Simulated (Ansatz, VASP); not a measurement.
**Two plane-wave programs on Pt**

File INCAR:

```
ALGO = Normal
EDIFF = 1E-7
EDIFFG = -0.01
ENCUT = 600
GGA = CA
IBRION = 2
ISIF = 3
ISMEAR = -1
LASPH = T
LCHARG = F
LREAL = F
LWAVE = F
NELM = 100
NSW = 80
PREC = Accurate
SIGMA = 0.1
```

KPOINTS

```
k-points
0
Gamma
  12 12 6
```

File POSCAR:

```
Pt
1.0
    2.7606660000      0.0000000000      0.0000000000
   -1.3803330000      2.3908068874      0.0000000000
    0.0000000000      0.0000000000      4.7921340000
Pt
2
Direct
    0.6666666667      0.3333333333      0.7500000000
    0.3333333333      0.6666666667      0.2500000000
```

Input for Ansatz:

```yaml
crystal:
  lattice:
    a: 2.760666
    b: 2.760666
    c: 4.792134
    alpha: 90.0
    beta: 90.0
    gamma: 120.0
  space_group: 194
  atoms:
    - { symbol: Pt, position: [0.6666666666666666, 0.3333333333333333, 0.75] }
kpoints:
  mp_grid:
    grid: [12, 12, 6]
hamiltonian:
  xc: lda
  dispersion: none
scf:
  occupations:
    method: fermi_dirac
relax:
  f_tol: 0.01
  cell: {}
```

Alike in both runs: task relaxation of cell and atoms; functional LDA; k mesh 12 × 12 × 6; no spin polarisation.

```csv
,VASP,Ansatz
version,VASP 6.6.1,Ansatz 0.2.0
potentials or method,"VASP PAW LDA potentials, release 64 (Pt)","plane waves, PAW"
plane-wave cutoff (eV),600,420
occupations,"fermi-dirac, width 0.1 eV",fermi-dirac
valence electrons in the cell,20,36
```

VASP gave:

```
relaxed volume (Å³/atom)                                        : 14.92
relaxed length of the cell vector where the two differ most in proportion (Å) : 2.718
```

Question: What did Ansatz give for the same quantities?

Answer: Relaxed volume (Å³/atom): 14.87; relaxed length of the cell vector where the two differ most in proportion (Å): 2.713.

LDA's correlation is that of Perdew and Zunger in VASP and of Perdew and Wang (1992) in Ansatz. VASP's potentials hold 20 valence electrons a cell and Ansatz's 36, so a difference there can come from the potentials and not from the codes.

Spin-orbit coupling is off throughout.
